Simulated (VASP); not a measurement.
# Na in VASP: further runs

Runs on Na. Level: PBEsol. Tasks: single point.

All numbers are computed with VASP 6.6.1; they aren't measurements. Logs are shortened: lines on timing, memory, paths and dates and some standing lists are left out, and cuts for length are marked.

## Step 1: The cell of the first run

The structure is hexagonal, space group P6_3/mmc (No. 194). Conventional cell: a = 3.841 Å, b = 3.841 Å, c = 6.275 Å, α = 90.00°, β = 90.00°, γ = 120.00°. Within 5.0 Å of Na (site symmetry -6m2) lie 12 Na at 3.84 Å.

## Step 2: Single point, PBEsol

INCAR

```
SYSTEM = Na
ALGO = Fast
EDIFF = 1E-7
ENCUT = 520
GGA = PS
ISIF = 2
ISMEAR = -1
LASPH = .TRUE.
LCHARG = .FALSE.
LREAL = .FALSE.
LWAVE = .FALSE.
NBANDS = 14
NELM = 60
PREC = Accurate
SIGMA = 0.05
```

KPOINTS

```
k-points
0
G
  8 8 5
  0 0 0
```

POSCAR

```
Na
1.0
    3.8408815021      0.0000000000      0.0000000000
   -1.9204407510      3.3263009538      0.0000000000
    0.0000000000      0.0000000000      6.2746973092
Na
2
Direct
    0.6666666667      0.3333333333      0.7500000000
    0.3333333333      0.6666666667      0.2500000000
```

Potentials or basis: VASP PAW PBE potentials, release 64 (Na_pv).

Launch:

```console
cat potpaw_PBE.64/Na_pv/POTCAR > POTCAR
mpirun -np 1 vasp_std > vasp.out
```

OUTCAR:

```text
SYSTEM = Na
   EDIFF = 1E-7
   ENCUT = 520
   GGA = PS
   ISIF = 2
   ISMEAR = -1
   LASPH = .TRUE.
   LREAL = .FALSE.
   NELM = 60
   PREC = Accurate

 ion  position               nearest neighbor table
   1  0.667  0.333  0.750-
   2  0.333  0.667  0.250-

  LATTYP: Found a hexagonal cell.
 ALAT       =     3.8408815021
 C/A-ratio  =     1.6336607380

  Lattice vectors:

 A1 = (   3.8408815021,   0.0000000000,   0.0000000000)
 A2 = (  -1.9204407510,   3.3263009538,   0.0000000000)
 A3 = (   0.0000000000,   0.0000000000,   6.2746973092)

Analysis of symmetry for initial positions (statically):
=====================================================================
 Subroutine PRICEL returns:
 Original cell was already a primitive cell.

 Routine SETGRP: Setting up the symmetry group for a
 hexagonal supercell.

 Subroutine GETGRP returns: Found 24 space group operations
 (whereof 12 operations were pure point group operations)
 out of a pool of 24 trial point group operations.

The static configuration has the point symmetry D_3d.
 The point group associated with its full space group is D_6h.

Analysis of symmetry for dynamics (positions and initial velocities):
=====================================================================
 Subroutine PRICEL returns:
 Original cell was already a primitive cell.

 Routine SETGRP: Setting up the symmetry group for a
 hexagonal supercell.

 Subroutine GETGRP returns: Found 24 space group operations
 (whereof 12 operations were pure point group operations)
 out of a pool of 24 trial point group operations.

The dynamic configuration has the point symmetry D_3d.
 The point group associated with its full space group is D_6h.

 Subroutine INISYM returns: Found 24 space group operations
 (whereof 12 operations are pure point group operations),
 and found     1 'primitive' translations

----------------------------------------------------------------------------------------

                                     Primitive cell

  volume of cell :      80.1651

  direct lattice vectors                    reciprocal lattice vectors
     3.840881502  0.000000000  0.000000000     0.260356900  0.150317126  0.000000000
    -1.920440751  3.326300954  0.000000000     0.000000000  0.300634252  0.000000000
     0.000000000  0.000000000  6.274697309     0.000000000  0.000000000  0.159370237

  length of vectors
     3.840881502  3.840881502  6.274697309     0.300634252  0.300634252  0.159370237

  position of ions in fractional coordinates (direct lattice)
     0.666666667  0.333333333  0.750000000
     0.333333333  0.666666667  0.250000000

  ion indices of the primitive-cell ions
   primitive index   ion index
                 1           1
                 2           2

----------------------------------------------------------------------------------------

 KPOINTS: k-points

Automatic generation of k-mesh.
 Grid dimensions read from file:
 generate k-points for:    8    8    5

 Generating k-lattice:

  Cartesian coordinates                     Fractional coordinates (reciprocal lattice)
     0.032544612  0.018789641  0.000000000     0.125000000  0.000000000  0.000000000
     0.000000000  0.037579282  0.000000000     0.000000000  0.125000000  0.000000000
     0.000000000  0.000000000  0.031874047     0.000000000  0.000000000  0.200000000

  Length of vectors
     0.037579282  0.037579282  0.031874047

  Shift w.r.t. Gamma in fractional coordinates (k-lattice)
     0.000000000  0.000000000  0.000000000

 Subroutine IBZKPT returns following result:
 ===========================================

 Found     30 irreducible k-points:

 Following reciprocal coordinates:
            Coordinates               Weight
  0.000000  0.000000  0.000000      1.000000
  0.125000  0.000000  0.000000      6.000000
  0.250000  0.000000  0.000000      6.000000
  0.375000  0.000000  0.000000      6.000000
  0.500000  0.000000  0.000000      3.000000
  0.125000  0.125000  0.000000      6.000000
[... 16 lines left out ...]
  0.250000  0.000000  0.400000     12.000000
  0.375000  0.000000  0.400000     12.000000
 [... further k-points ...]
   k-points           NKPTS =     30   k-points in BZ     NKDIM =     30   number of bands    NBANDS=     14
   number of dos      NEDOS =    301   number of ions     NIONS =      2
   total plane-waves  NPLWV =  43200
   dimension x,y,z NGX =    30 NGY =   30 NGZ =   48
   dimension x,y,z NGXF=    60 NGYF=   60 NGZF=   96
   ions per type =               2
   NGX,Y,Z   is equivalent  to a cutoff of  12.98, 12.98, 12.72 a.u.
   NGXF,Y,Z  is equivalent  to a cutoff of  25.97, 25.97, 25.43 a.u.
 SYSTEM =  Na
   PREC   = accura    normal or accurate (medium, high low for compatibility)
   ISTART =      0    job   : 0-new  1-cont  2-samecut
   ICHARG =      2    charge: 1-file 2-atom 10-const
   ISPIN  =      1    spin polarized calculation?
   LNONCOLLINEAR =      F non collinear calculations
   LSORBIT =      F    spin-orbit coupling
   LASPH  =      T    aspherical Exc in radial PAW
   ENCUT  =  520.0 eV  38.22 Ry    6.18 a.u.   7.14  7.14 11.67*2*pi/ulx,y,z
   NELM   =     60;   NELMIN=  2; NELMDL= -5     # of ELM steps
   EDIFF  = 0.1E-06   stopping-criterion for ELM
   LREAL  =      F    real-space projection
   EDIFFG = 0.1E-05   stopping-criterion for IOM
   NSW    =      0    number of steps for IOM
   IBRION =     -1    ionic relax: 0-MD 1-quasi-New 2-CG
   NFREE  =      0    steps in history (QN), initial steepest desc. (CG)
   ISIF   =      2    stress and relaxation
   ISYM   =      2    0-nonsym 1-usesym 2-fastsym
   POTIM  = 0.5000    time-step for ionic-motion
   TEBEG  =    0.0;   TEEND  =   0.0 temperature during run
   PSTRESS=    0.0 pullay stress
   NELECT =      14.0000    total number of electrons
   NUPDOWN=      -1.0000    fix difference up-down
   EMIN   =  10.00;   EMAX   =-10.00  energy-range for DOS
   EFERMI =   0.00;   METHOD = LEGACY
   ISMEAR =    -1;   SIGMA  =   0.05  broadening in eV -4-tet -1-fermi 0-gaus
   EFERMI_NEDOS =   21; number of points for ismear=-14 and -15
   IALGO  =     68    algorithm
   IMIX   =      4    mixing-type and parameters
     AMIX     =   0.40;   BMIX     =  1.00
     AMIX_MAG =   1.60;   BMIX_MAG =  1.00
  volume/ion in A,a.u.               =      40.08       270.49
  Fermi-wavevector in a.u.,A,eV,Ry     =   0.915073  1.729237 11.392957  0.837359
  Thomas-Fermi vector in A             =   2.039773
   LORBIT       =      0    0 simple, 1 ext, 2 COOP (PROOUT), +10 PAW based schemes
   GGA     = PS    functional components
   LHFCALC =     F    Hartree Fock is set to
   AEXX    =    0.0000 exact exchange contribution
   IVDW    =     0    specifies the selected vdW correction
   LEPSILON=     F    determine dielectric tensor
   LRPA    =     F    only Hartree local field effects (RPA)
 non-spin polarized calculation
 RMM-DIIS sequential band-by-band and
  energy-cutoff  :      520.00
  volume of cell :       80.17
 maximum number of plane-waves:      2184
 NGX is ok and might be reduce to    30
   NGX = 15   NGY = 15   NGZ = 23

 number of electron      13.9999991 magnetization

 Free energy of the ion-electron system (eV)
  ---------------------------------------------------
  ext. energy  EPLUGINS =         0.00000000
  ---------------------------------------------------
  free energy    TOTEN  =        -2.78392196 eV

  energy without entropy =       -2.77691409  energy(sigma->0) =       -2.78041802

 E-fermi :   0.0486     XC(G=0):  -6.2985

 val. band max:       -0.0961068168   @ k =   0.3750   0.1250   0.2000
 cond. band min:       0.0678162074   @ k =   0.1250   0.1250   0.2000
 fundamental gap:      0.1639230242
 Fermi energy:         0.0486386456

 k-point     1 :       0.0000    0.0000    0.0000
  band No.  band energies     occupation
      1     -24.7788      2.00000
      2     -24.7560      2.00000
      3     -24.7560      2.00000
      4     -24.7522      2.00000
      5     -24.7522      2.00000
      6     -24.7522      2.00000
      7      -3.0236      2.00000
      8       0.6312      0.00002
      9       0.9831      0.00000
     10       9.6450      0.00000
     11       9.6450      0.00000
     12       9.9201      0.00000
     13       9.9201      0.00000
     14      10.1315      0.00000

 k-point     2 :       0.1250    0.0000    0.0000
  band No.  band energies     occupation
      1     -24.7775      2.00000
      2     -24.7589      2.00000
      3     -24.7569      2.00000
      4     -24.7552      2.00000
      5     -24.7527      2.00000
      6     -24.7527      2.00000
      7      -2.8049      2.00000
      8       0.8280      0.00000
      9       1.1964      0.00000
     10       7.1087      0.00000
     11       8.5003      0.00000
     12       8.8502      0.00000
     13      10.3811      0.00000
     14      10.8202      0.00000

 k-point     3 :       0.2500    0.0000    0.0000
  band No.  band energies     occupation
      1     -24.7740      2.00000
      2     -24.7660      2.00000
      3     -24.7624      2.00000
      4     -24.7591      2.00000
      5     -24.7543      2.00000
      6     -24.7540      2.00000
      7      -2.1538      2.00000
      8       1.4197      0.00000
      9       1.8125      0.00000
     10       4.5671      0.00000
     11       7.4649      0.00000
     12       7.5870      0.00000
     13       7.8047      0.00000
     14       9.2142      0.00000

 k-point     4 :       0.3750    0.0000    0.0000
  band No.  band energies     occupation
      1     -24.7733      2.00000
      2     -24.7697      2.00000
      3     -24.7694      2.00000
      4     -24.7612      2.00000
      5     -24.7568      2.00000
      6     -24.7554      2.00000
      7      -1.0853      2.00000
      8       2.0940      0.00000
      9       2.4097      0.00000
     10       3.0949      0.00000
     11       5.6018      0.00000
     12       5.9251      0.00000
     13       7.0389      0.00000
     14       8.0687      0.00000

 k-point     5 :       0.5000    0.0000    0.0000
  band No.  band energies     occupation
      1     -24.7763      2.00000
      2     -24.7723      2.00000
      3     -24.7671      2.00000
      4     -24.7621      2.00000
      5     -24.7585      2.00000
      6     -24.7560      2.00000
      7       0.3326      0.00682
      8       0.4209      0.00117
      9       3.7859      0.00000
     10       3.8195      0.00000
     11       4.2103      0.00000
[... 276 lines left out ...]
 k-point    22 :       0.1250    0.0000    0.4000
  band No.  band energies     occupation
      1     -24.7696      2.00000
      2     -24.7625      2.00000
      3     -24.7570      2.00000
      4     -24.7555      2.00000
      5     -24.7553      2.00000
      6     -24.7542      2.00000
      7      -2.1802      2.00000
      8      -1.4090      2.00000
      9       4.5060      0.00000
     10       6.5908      0.00000
     11       7.6804      0.00000
     12       8.2658      0.00000
     13       9.0221      0.00000
     14       9.6686      0.00000

 k-point    23 :       0.2500    0.0000    0.4000
  band No.  band energies     occupation
      1     -24.7710      2.00000
      2     -24.7675      2.00000
      3     -24.7609      2.00000
      4     -24.7574      2.00000
      5     -24.7573      2.00000
      6     -24.7558      2.00000
      7      -1.5363      2.00000
      8      -0.7739      2.00000
      9       4.7751      0.00000
     10       5.3816      0.00000
     11       5.7467      0.00000
     12       7.2140      0.00000
     13       8.1153      0.00000
     14       8.7769      0.00000

 k-point    24 :       0.3750    0.0000    0.4000
  band No.  band energies     occupation
      1     -24.7757      2.00000
      2     -24.7739      2.00000
      3     -24.7614      2.00000
      4     -24.7592      2.00000
      5     -24.7581      2.00000
      6     -24.7574      2.00000
      7      -0.4797      1.99995
      8       0.2658      0.02566
      9       2.8424      0.00000
     10       3.5602      0.00000
     11       6.0748      0.00000
     12       7.5660      0.00000
     13       7.6294      0.00000
     14       8.2253      0.00000

 [... further k-points ...]

------------------------ aborting loop because EDIFF is reached ----------------------------------------

  FORCE on cell =-STRESS in cart. coord.  units (eV):
  Direction    XX          YY          ZZ          XY          YZ          ZX
  --------------------------------------------------------------------------------------
  -------------------------------------------------------------------------------------
  Total       -0.2867831     -0.2867831     -0.3965930     -0.0000000      0.0000000      0.0000000
  in kB       -5.7316401     -5.7316401     -7.9262985     -0.0000000      0.0000000      0.0000000
  external PRESSURE =      -6.4631929 kB  Pullay stress =       0.0000000 kB

 VOLUME and BASIS-vectors are now :
 -----------------------------------------------------------------------------
  energy-cutoff  :      520.00
  volume of cell :       80.17
      direct lattice vectors                 reciprocal lattice vectors
     3.840881502  0.000000000  0.000000000     0.260356900  0.150317126  0.000000000
    -1.920440751  3.326300954  0.000000000     0.000000000  0.300634252  0.000000000
     0.000000000  0.000000000  6.274697309     0.000000000  0.000000000  0.159370237

 POSITION                                       TOTAL-FORCE (eV/Angst)
 -----------------------------------------------------------------------------------
      1.92044      1.10877      4.70602         0.000000     -0.000000     -0.000000
     -0.00000      2.21753      1.56867        -0.000000      0.000000      0.000000
 -----------------------------------------------------------------------------------
    total drift:                               -0.000000      0.000000     -0.000000

  FREE ENERGIE OF THE ION-ELECTRON SYSTEM (eV)
  ---------------------------------------------------
  free  energy   TOTEN  =        -2.7839219551 eV

  energy  without entropy=       -2.7769140895  energy(sigma->0) =       -2.78041802
```

Run time: 18 s. Hardware: 1 thread of Intel Xeon 6975P-C (Granite Rapids), shared host; peak memory 0.19 GiB.

What came out:

| Item | Value |
| --- | --- |
| Free energy | -2.7839 eV |
| Pressure | -0.6 GPa |
| Band gap on the k mesh | zero (band 7 reaches 1.48 eV, above the bottom of band 8 at -1.62 eV) |

Stress tensor (GPa, compression positive):
```
-0.57  0.00  0.00
 0.00 -0.57  0.00
 0.00  0.00 -0.79
```

Levels at points of the mesh, in eV from the Fermi level:
| k point | band 5 | band 6 | band 7 | band 8 | band 9 | band 10 |
| --- | --- | --- | --- | --- | --- | --- |
| (0.00, 0.00, 0.00) | -24.80 | -24.80 | -3.07 | 0.58 | 0.93 | 9.60 |
| (0.50, 0.00, 0.00) | -24.81 | -24.80 | 0.28 | 0.37 | 3.74 | 3.77 |

Caveat: the PAW data sets were made with another functional, which shifts forces and pressure a little.

## Step 3: Single point, PBEsol (atoms moved at random)

INCAR

```
ALGO = Fast ; EDIFF = 1E-7
ENCUT = 520 ; GGA = PS
ISIF = 2 ; ISMEAR = -1
LASPH = True ; LCHARG = False
LREAL = False ; LWAVE = False
NBANDS = 14 ; NELM = 60
PREC = Accurate ; SIGMA = 0.05
```

KPOINTS

```
k-points
0
Gamma
  8 8 5
```

POSCAR

```
Na
1.0
    3.7670000000      0.0000000000      0.0000000000
   -1.8835000000      3.2623176961      0.0000000000
    0.0000000000      0.0000000000      6.1540000000
Na
2
Direct
    0.6554920000      0.3237810000      0.7498980000
    0.3229620000      0.6585590000      0.2480590000
```

Potentials or basis: VASP PAW PBE potentials, release 64 (Na_pv).

Launch:

```console
cat potpaw_PBE.64/Na_pv/POTCAR > POTCAR
mpirun -np 1 vasp_std > vasp.out
```

Wall time 66 s (1 thread of Intel Xeon 6975P-C (Granite Rapids), shared host); peak memory 0.26 GiB.

The run converged. Its results:

```
Free energy            : -2.7969 eV
Pressure               : -0.3 GPa
Largest force          : 0.008 eV/Å
Band gap on the k mesh : zero (band 7 reaches 1.68 eV, above the bottom of band 8 at -1.53 eV)
```

Forces in eV/Å, atoms in the order of the input:
```
Na   0.000  0.001 -0.008
Na   0.000 -0.001  0.008
```

Stress tensor (GPa, compression positive):
```
-0.22  0.00  0.00
 0.00 -0.21  0.00
 0.00  0.00 -0.45
```

Levels at points of the mesh, in eV from the Fermi level:
```
           k point  band 5  band 6  band 7  band 8  band 9  band 10
(0.00, 0.00, 0.00)  -24.75  -24.75   -3.19    0.59    0.99     9.92
(0.50, 0.00, 0.00)  -24.76  -24.75    0.28    0.40    3.86     3.87
(0.00, 0.50, 0.00)  -24.76  -24.75    0.28    0.40    3.86     3.87
(0.50, 0.50, 0.00)  -24.76  -24.75    0.28    0.40    3.86     3.87
```

Caveat: the cell differs from its parent crystal (atoms moved at random); the PAW data sets were made with another functional, which shifts forces and pressure a little.
